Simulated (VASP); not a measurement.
Here is a VASP 6.6.1 calculation.

INCAR

```
SYSTEM = Mo
PREC     = Accurate       ! precision mode
ENCUT    = 520            ! plane-wave cutoff, eV
EDIFF    = 1E-6           ! SCF threshold, eV
ISMEAR   = 1              ! smearing method
SIGMA    = 0.05           ! smearing width, eV
LREAL    = .FALSE.        ! projectors in reciprocal space
LASPH    = .TRUE.         ! aspherical terms in the spheres
NELM     = 80             ! most SCF steps
ALGO     = Normal         ! electronic algorithm
ISIF     = 2              ! what is computed and relaxed
LWAVE    = .FALSE.        ! write WAVECAR
LCHARG   = .FALSE.        ! write CHGCAR
GGA      = PS             ! functional
IVDW     = 12             ! dispersion correction
NBANDS   = 13             ! bands
```

The input KPOINTS:

```
regular mesh
0
G
  12 12 11
  0 0 0
```

Contents of POSCAR:

```
Mo
1.0
    2.6796675963      0.0000000000      0.0000000000
   -1.3398337981      2.3206600629      0.0000000000
    0.0000000000      0.0000000000      2.5030198129
Mo
1
Direct
    0.0000000000      0.0000000000      0.5000000000
```

Potentials or basis: VASP PAW PBE potentials, release 64 (Mo_sv).

Launch:

```sh
$ cat potpaw_PBE.64/Mo_sv/POTCAR > POTCAR
$ mpirun -np 1 vasp_std > vasp.out
```

(1) Predict the dispersion energy per atom.

(2) What does it give for the band gap on the k mesh?

## Answers

(1) -0.708 eV.

(2) zero (band 7 reaches 13.41 eV, above the bottom of band 8 at 11.38 eV).
